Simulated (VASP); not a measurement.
# Sn (I4/mmm) in VASP: a series of runs

Aim: see how the results for Sn move with the level of theory and the settings. Levels: PBEsol, RPBE, revPBE+D3(BJ). Tasks: relaxation of cell and atoms, single point.

All numbers are computed with VASP 6.6.1; they aren't measurements. Logs are shortened: lines on timing, memory, paths and dates and some standing lists are left out, and cuts for length are marked.

## 1. The cell of the first run

It takes space group I4/mmm (No. 139, tetragonal). The conventional cell has a = 4.058 Å, b = 4.058 Å, c = 3.322 Å, α = 90.00°, β = 90.00°, γ = 90.00°. Within 4.4 Å of Sn (site symmetry 4/mmm) lie 14 Sn at 3.32 to 4.06 Å.

## 2. Relaxation of cell and atoms, PBEsol

The input, INCAR:

```
PREC = Accurate
ENCUT = 600
EDIFF = 1E-6
ISMEAR = -1
SIGMA = 0.05
LREAL = False
LASPH = True
NELM = 80
ALGO = Fast
ISIF = 3
LWAVE = False
LCHARG = False
GGA = PS
IBRION = 2
NSW = 60
EDIFFG = -0.01
```

The input, KPOINTS:

```
regular mesh
0
Gamma
  10 10 10
```

The input, POSCAR:

```
Sn
1.0
   -2.0291894110      2.0291894110      1.6607599896
    2.0291894110     -2.0291894110      1.6607599896
    2.0291894110      2.0291894110     -1.6607599896
Sn
1
Direct
    0.0000000000      0.0000000000      0.0000000000
```

Potentials or basis: VASP PAW PBE potentials, release 64 (Sn_d).

The run is started by

```console
> cat potpaw_PBE.64/Sn_d/POTCAR > POTCAR
> mpirun -np 1 vasp_std > vasp.out
```

OUTCAR:

```text
PREC = Accurate
   ENCUT = 600
   EDIFF = 1E-6
   ISMEAR = -1
   LREAL = False
   LASPH = True
   NELM = 80
   ISIF = 3
   GGA = PS
   IBRION = 2
   NSW = 60
   EDIFFG = -0.01

 ion  position               nearest neighbor table
   1  0.000  0.000  0.000-

  LATTYP: Found a body centered tetragonal cell.
 ALAT       =     4.0583788220
 C/A-ratio  =     0.8184351745

  Lattice vectors:

 A1 = (  -2.0291894110,   2.0291894110,   1.6607599896)
 A2 = (   2.0291894110,  -2.0291894110,   1.6607599896)
 A3 = (   2.0291894110,   2.0291894110,  -1.6607599896)

Analysis of symmetry for initial positions (statically):
=====================================================================
 Subroutine PRICEL returns:
 Original cell was already a primitive cell.

 Routine SETGRP: Setting up the symmetry group for a
 body centered tetragonal supercell.

 Subroutine GETGRP returns: Found 16 space group operations
 (whereof 16 operations were pure point group operations)
 out of a pool of 16 trial point group operations.

The static configuration has the point symmetry D_4h.

Analysis of symmetry for dynamics (positions and initial velocities):
=====================================================================
 Subroutine PRICEL returns:
 Original cell was already a primitive cell.

 Routine SETGRP: Setting up the symmetry group for a
 body centered tetragonal supercell.

 Subroutine GETGRP returns: Found 16 space group operations
 (whereof 16 operations were pure point group operations)
 out of a pool of 16 trial point group operations.

The dynamic configuration has the point symmetry D_4h.

 Subroutine INISYM returns: Found 16 space group operations
 (whereof 16 operations are pure point group operations),
 and found     1 'primitive' translations

----------------------------------------------------------------------------------------

                                     Primitive cell

  volume of cell :      27.3534

  direct lattice vectors                    reciprocal lattice vectors
    -2.029189411  2.029189411  1.660759990     0.000000000  0.246403809  0.301066983
     2.029189411 -2.029189411  1.660759990     0.246403809  0.000000000  0.301066983
     2.029189411  2.029189411 -1.660759990     0.246403809  0.246403809  0.000000000

  length of vectors
[... 91 lines left out ...]
   NELECT =      14.0000    total number of electrons
   NUPDOWN=      -1.0000    fix difference up-down
   EMIN   =  10.00;   EMAX   =-10.00  energy-range for DOS
   EFERMI =   0.00;   METHOD = LEGACY
   ISMEAR =    -1;   SIGMA  =   0.05  broadening in eV -4-tet -1-fermi 0-gaus
   EFERMI_NEDOS =   21; number of points for ismear=-14 and -15
   IALGO  =     68    algorithm
   IMIX   =      4    mixing-type and parameters
     AMIX     =   0.40;   BMIX     =  1.00
     AMIX_MAG =   1.60;   BMIX_MAG =  1.00
  volume/ion in A,a.u.               =      27.35       184.59
  Fermi-wavevector in a.u.,A,eV,Ry     =   1.309524  2.474642 23.331997  1.714853
  Thomas-Fermi vector in A             =   2.440117
   LORBIT       =      0    0 simple, 1 ext, 2 COOP (PROOUT), +10 PAW based schemes
   GGA     = PS    functional components
   LHFCALC =     F    Hartree Fock is set to
   AEXX    =    0.0000 exact exchange contribution
   IVDW    =     0    specifies the selected vdW correction
   LEPSILON=     F    determine dielectric tensor
   LRPA    =     F    only Hartree local field effects (RPA)
 conjugate gradient relaxation of ions
 non-spin polarized calculation
 RMM-DIIS sequential band-by-band and
  energy-cutoff  :      600.00
  volume of cell :       27.35
 maximum number of plane-waves:       937
   NGX = 13   NGY = 13   NGZ = 13

--------------------------------------- Ionic step        1  -------------------------------------------

 number of electron      14.0000001 magnetization

 Free energy of the ion-electron system (eV)
  ---------------------------------------------------
  ext. energy  EPLUGINS =         0.00000000
  ---------------------------------------------------
  free energy    TOTEN  =        -4.22827033 eV

  energy without entropy =       -4.22353181  energy(sigma->0) =       -4.22590107

------------------------ aborting loop because EDIFF is reached ----------------------------------------

  FORCE on cell =-STRESS in cart. coord.  units (eV):
  Direction    XX          YY          ZZ          XY          YZ          ZX
  --------------------------------------------------------------------------------------
  -------------------------------------------------------------------------------------
  Total       -0.3758986     -0.3758986     -0.1959841      0.0000000     -0.0000000      0.0000000
  in kB      -22.0175621    -22.0175621    -11.4794067      0.0000000     -0.0000000      0.0000000
  external PRESSURE =     -18.5048437 kB  Pullay stress =       0.0000000 kB
[... 162 lines left out ...]
--------------------------------------- Ionic step        6  -------------------------------------------

 number of electron      13.9999996 magnetization

 Free energy of the ion-electron system (eV)
  ---------------------------------------------------
  ext. energy  EPLUGINS =         0.00000000
  ---------------------------------------------------
  free energy    TOTEN  =        -4.23624052 eV

  energy without entropy =       -4.23163632  energy(sigma->0) =       -4.23393842

 E-fermi :   8.2995     XC(G=0): -10.6614

 val. band max:        8.2906165969   @ k =  -0.3000  -0.4000   0.3000
 cond. band min:       8.3041930683   @ k =   0.5000   0.5000   0.4000
 fundamental gap:      0.0135764714
 Fermi energy:         8.2994583323

 k-point     1 :       0.0000    0.0000    0.0000
  band No.  band energies     occupation
      1     -13.1576      2.00000
      2     -13.0803      2.00000
      3     -13.0803      2.00000
      4     -13.0585      2.00000
      5     -12.9399      2.00000
      6      -3.0303      2.00000
      7      15.5001      0.00000
      8      15.5001      0.00000
      9      17.9165      0.00000
     10      19.0217      0.00000
     11      20.2113      0.00000
[... 309 lines left out ...]
 k-point    24 :       0.4000    0.3000    0.0000
  band No.  band energies     occupation
      1     -13.1312      2.00000
      2     -13.0387      2.00000
      3     -13.0083      2.00000
      4     -12.9721      2.00000
      5     -12.9477      2.00000
      6       2.2837      2.00000
      7       5.6189      2.00000
      8       7.0920      2.00000
      9      12.8506      0.00000
     10      17.8425      0.00000
     11      19.9167      0.00000

 [... further k-points ...]
[... 5 lines left out ...]
  --------------------------------------------------------------------------------------
  -------------------------------------------------------------------------------------
  Total       -0.0020449     -0.0020449     -0.0093314      0.0000000      0.0000000      0.0000000
  in kB       -0.1247600     -0.1247600     -0.5693117      0.0000000      0.0000000      0.0000000
  external PRESSURE =      -0.2729439 kB  Pullay stress =       0.0000000 kB
[... 16 lines left out ...]
  FREE ENERGIE OF THE ION-ELECTRON SYSTEM (eV)
  ---------------------------------------------------
  free  energy   TOTEN  =        -4.2362405240 eV

  energy  without entropy=       -4.2316363155  energy(sigma->0) =       -4.23393842

 reached required accuracy - stopping structural energy minimisation
```

OSZICAR:

```text
N       E                     dE             d eps       ncg     rms          rms(c)
DAV:   1     0.757508867920E+02    0.75751E+02   -0.81392E+03  2273   0.209E+03
DAV:   2     0.296916954549E+00   -0.75454E+02   -0.73736E+02  2313   0.350E+02
DAV:   3    -0.414909552625E+01   -0.44460E+01   -0.44160E+01  2576   0.768E+01
[... 45 lines left out ...]
DAV:   1    -0.423681288237E+01   -0.59722E-03   -0.15351E-02  2644   0.136E+00    0.124E-01
RMM:   2    -0.423643501880E+01    0.37786E-03   -0.39531E-04  2398   0.268E-01    0.743E-02
RMM:   3    -0.423623785042E+01    0.19717E-03   -0.19069E-04  2379   0.139E-01    0.841E-03
RMM:   4    -0.423623976952E+01   -0.19191E-05   -0.26774E-05  2425   0.664E-02    0.323E-03
RMM:   5    -0.423624052398E+01   -0.75446E-06   -0.87575E-06  2320   0.342E-02
   6 F= -.42362405E+01 E0= -.42339384E+01  d E =-.372033E-03
```

CONTCAR:

```text
Sn
   1.00000000000000
    -1.9903938570247923    1.9903938570247923    1.6571754088125248
     1.9903938570247923   -1.9903938570247923    1.6571754088125248
     1.9903938570247923    1.9903938570247923   -1.6571754088125248
  Sn
     1
Direct
     0.0000000000000000    0.0000000000000000    0.0000000000000000

  0.00000000E+00  0.00000000E+00  0.00000000E+00
```

It took 71 s on 1 thread of Intel Xeon Platinum 8559C (Emerald Rapids), shared host; peak memory 0.18 GiB.

Results:

* Free energy: -4.2362 eV
* Relaxed volume: 26.26 Å³/atom
* Relaxed cell: a = 3.266 Å, b = 3.266 Å, c = 3.266 Å, α = 104.92°, β = 104.92°, γ = 119.03°
* Space group after relaxing (to 0.05 Å): I4/mmm (No. 139)
* Energy gained by relaxing: 8.0 meV/atom
* Ionic steps: 6
* Pressure after relaxing: 0.0 GPa
* Band gap on the k mesh: zero (band 7 reaches 15.50 eV, above the bottom of band 8 at 6.13 eV)

Step by step:
```
step  energy change (eV)  largest force (eV/Å)  pressure (GPa)  volume (Å³)
   1              0.0000                0.0000           -1.85        27.35
   2             -0.0075                0.0000            0.31        26.12
   3             -0.0076                0.0000            0.14        26.22
   4             -0.0076                0.0000            0.04        26.24
   5             -0.0079                0.0000            0.01        26.25
   6             -0.0080                0.0000           -0.03        26.26
```

Final structure:
```
CELL_PARAMETERS angstrom
-1.99039 1.99039 1.65718
1.99039 -1.99039 1.65718
1.99039 1.99039 -1.65718
ATOMIC_POSITIONS crystal
Sn 0.00000 0.00000 0.00000
```

Levels at points of the mesh, in eV from the Fermi level:
```tsv
k point	band 4	band 5	band 6	band 7	band 8	band 9	band 10	band 11
(0.00, 0.00, 0.00)	-21.36	-21.24	-11.33	7.20	7.20	9.62	10.72	11.91
(0.50, 0.00, 0.00)	-21.22	-21.18	-5.84	-4.36	3.22	4.54	7.46	7.59
(0.50, 0.50, 0.00)	-21.29	-21.19	-7.27	-4.86	5.79	7.86	10.47	10.90
(0.50, 0.50, 0.50)	-21.21	-21.17	-3.10	-1.55	-1.55	2.30	3.09	5.94
```

Caveat: the PAW data sets were made with another functional, which shifts forces and pressure a little; spin-orbit coupling is left out, which moves the levels of the heavy elements.

## 3. Relaxation of cell and atoms, RPBE

The input, INCAR:

```
SYSTEM = Sn
ALGO = Normal
EDIFF = 1E-7
EDIFFG = -0.01
ENCUT = 600
GGA = RP
IBRION = 2
ISIF = 3
ISMEAR = -1
LASPH = .True.
LCHARG = .False.
LREAL = .False.
LWAVE = .False.
NELM = 100
NSW = 60
PREC = Accurate
SIGMA = 0.05
```

The input, KPOINTS:

```
k-points
0
Gamma
  10 10 10
  0 0 0
```

POSCAR is that of step 2.

Potentials or basis: VASP PAW PBE potentials, release 64 (Sn_d).

The run is started by

```console
> cat potpaw_PBE.64/Sn_d/POTCAR > POTCAR
> mpirun -np 1 vasp_std > vasp.out
```

Run time: 42 s. Hardware: 1 thread of Intel Xeon Platinum 8559C (Emerald Rapids), shared host; peak memory 0.18 GiB.

The run converged. Its results:

| Item | Value |
| --- | --- |
| Free energy | -3.4158 eV |
| Relaxed volume | 28.66 Å³/atom |
| Relaxed cell | a = 3.365 Å, b = 3.365 Å, c = 3.365 Å, α = 104.76°, β = 104.76°, γ = 119.37° |
| Space group after relaxing (to 0.05 Å) | I4/mmm (No. 139) |
| Energy gained by relaxing | 9.6 meV/atom |
| Ionic steps | 3 |
| Pressure after relaxing | 0.0 GPa |
| Band gap on the k mesh | zero (band 7 reaches 14.14 eV, above the bottom of band 8 at 5.63 eV) |

Step by step:
| step | energy change (eV) | largest force (eV/Å) | pressure (GPa) | volume (Å³) |
| --- | --- | --- | --- | --- |
| 1 | 0.0000 | 0.0000 | 2.26 | 27.35 |
| 2 | -0.0093 | 0.0000 | -0.36 | 28.91 |
| 3 | -0.0096 | 0.0000 | 0.01 | 28.66 |

Final structure:
```
Sn
1.0
    -2.05385    2.05385    1.69834
     2.05385   -2.05385    1.69834
     2.05385    2.05385   -1.69834
Sn
1
Direct
  0.00000 0.00000 0.00000
```

Levels at points of the mesh, in eV from the Fermi level:
```csv
k point,band 4,band 5,band 6,band 7,band 8,band 9,band 10,band 11
"(0.00, 0.00, 0.00)",-21.51,-21.42,-10.67,6.61,6.61,8.81,10.11,11.21
"(0.50, 0.00, 0.00)",-21.40,-21.38,-5.73,-3.93,3.01,4.29,6.99,7.26
"(0.50, 0.50, 0.00)",-21.46,-21.38,-7.07,-4.40,5.45,7.39,9.88,10.53
"(0.50, 0.50, 0.50)",-21.40,-21.37,-3.42,-1.38,-1.38,2.32,3.13,5.80
```

Caveat: the PAW data sets were made with another functional, which shifts forces and pressure a little; spin-orbit coupling is left out, which moves the levels of the heavy elements.

## 4. Single point, revPBE+D3(BJ)

This run uses another cell than the first one, of 26.03 Å³/atom, 0.951 times its volume.

The input, INCAR:

```
SYSTEM = Sn
PREC = Accurate
ENCUT = 520
EDIFF = 1E-6
ISMEAR = -1
SIGMA = 0.05
LREAL = .FALSE.
LASPH = .TRUE.
NELM = 80
ALGO = Normal
ISIF = 2
LWAVE = .FALSE.
LCHARG = .FALSE.
GGA = RE
IVDW = 12
NBANDS = 13
```

The input, KPOINTS:

```
Automatic mesh
0
G
  10 10 10
  0 0 0
```

The input, POSCAR:

```
Sn
1.0
   -1.9827522829      1.9827522829      1.6550300916
    1.9827522829     -1.9827522829      1.6550300916
    1.9827522829      1.9827522829     -1.6550300916
Sn
1
Direct
    0.0000000000      0.0000000000      0.0000000000
```

The run is started by

```console
> cat potpaw_PBE.64/Sn_d/POTCAR > POTCAR
> mpirun -np 1 vasp_std > vasp.out
```

Wall time 13 s (1 thread of Intel Xeon Platinum 8488C (Sapphire Rapids), shared host); peak memory 0.16 GiB.

The run converged. Its results:

- Free energy: -4.1852 eV
- Pressure: 0.0 GPa
- Band gap on the k mesh: zero (band 7 reaches 15.99 eV, above the bottom of band 8 at 6.45 eV)
- Dispersion energy per atom: -0.742 eV

Levels at points of the mesh, in eV from the Fermi level:
```csv
k point,band 4,band 5,band 6,band 7,band 8,band 9,band 10,band 11
"(0.00, 0.00, 0.00)",-21.55,-21.43,-11.39,7.31,7.31,9.76,10.73,11.98
"(0.50, 0.00, 0.00)",-21.41,-21.37,-5.83,-4.43,3.26,4.59,7.48,7.55
"(0.50, 0.50, 0.00)",-21.48,-21.38,-7.26,-4.93,5.83,7.91,10.46,10.85
"(0.50, 0.50, 0.50)",-21.40,-21.37,-2.99,-1.57,-1.57,2.27,3.04,5.86
```

Caveat: the PAW data sets were made with another functional, which shifts forces and pressure a little; spin-orbit coupling is left out, which moves the levels of the heavy elements; pairwise dispersion overbinds metals, which lowers pressure and volume.

## 5. The runs side by side

| task | level | cell | cutoff (eV) | gap on the mesh (eV) | pressure (GPa) | relaxed volume (Å³/atom) |
| --- | --- | --- | --- | --- | --- | --- |
| relaxation of cell and atoms | PBEsol | relaxed from a = 3.316 Å, angles 104.5, 104.5, 119.9°, 1 atom | 600 | none | 0.0 | 26.26 |
| relaxation of cell and atoms | RPBE | relaxed from a = 3.316 Å, angles 104.5, 104.5, 119.9°, 1 atom | 600 | none | 0.0 | 28.66 |
| single point | revPBE+D3(BJ) | a = 3.256 Å, angles 105.0, 105.0, 118.9°, 1 atom | 520 | none | 0.0 | - |

Alike in all rows: potentials or basis VASP PAW PBE potentials, release 64 (Sn_d); no spin polarisation; k mesh 10 × 10 × 10; smearing fermi-dirac 0.05 eV.

Caveats: the PAW data sets were made with another functional, which shifts forces and pressure a little; spin-orbit coupling is left out, which moves the levels of the heavy elements; pairwise dispersion overbinds metals, which lowers pressure and volume (some runs).

Total energies depend on the potentials used, so only differences within one code and one set of settings carry meaning.
